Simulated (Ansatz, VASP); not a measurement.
Te2Mo: VASP beside Ansatz

```
Te Mo
1.0
     3.73492    0.00000    0.00000
    -1.86746    3.23454    0.00000
     0.00000    0.00000   15.96495
Te Mo
4 2
Cartesian
  0.0000 2.1564 10.0754
  1.8675 1.0782 2.0929
  0.0000 2.1564 13.8720
  1.8675 1.0782 5.8896
  0.0000 2.1564 3.9912
  1.8675 1.0782 11.9737
```

Change from the starting cell: strain +0.050 along x and y, +0.050 along z, atoms carried along.

Alike in both runs: task single point; functional PBE; k mesh 12 × 12 × 2; occupations gaussian, width 0.05 eV; no spin polarisation.

|  | VASP | Ansatz |
| --- | --- | --- |
| version | VASP 6.6.1 | Ansatz 0.2.0 |
| potentials or method | VASP PAW PBE potentials, release 64 (Te, Mo_sv), cutoff 520 eV | scalar-relativistic, plane waves, PAW |
| valence electrons in the cell | 52 | 92 |

Ansatz gave:

```
gap on the k mesh at the Fermi level (eV)                     : 0.83
least direct gap on the mesh (eV)                             : 0.83
pressure (GPa)                                                : -8.9
traceless stress, the component that is largest in VASP (GPa) : -1.28
rms of the force components (eV/Å)                            : 0.749
```

Task: Which values does VASP return?

Result: gap on the k mesh at the Fermi level (eV): 0.83; least direct gap on the mesh (eV): 0.83; pressure (GPa): -8.9; traceless stress, the component that is largest in VASP (GPa): -1.25; rms of the force components (eV/Å): 0.745.

Atom by atom the forces differ by 0.004 eV/Å (rms over components). VASP's potentials hold 52 valence electrons a cell and Ansatz's 92, so a difference there can come from the potentials and not from the codes.

Neither program's run includes spin-orbit coupling.
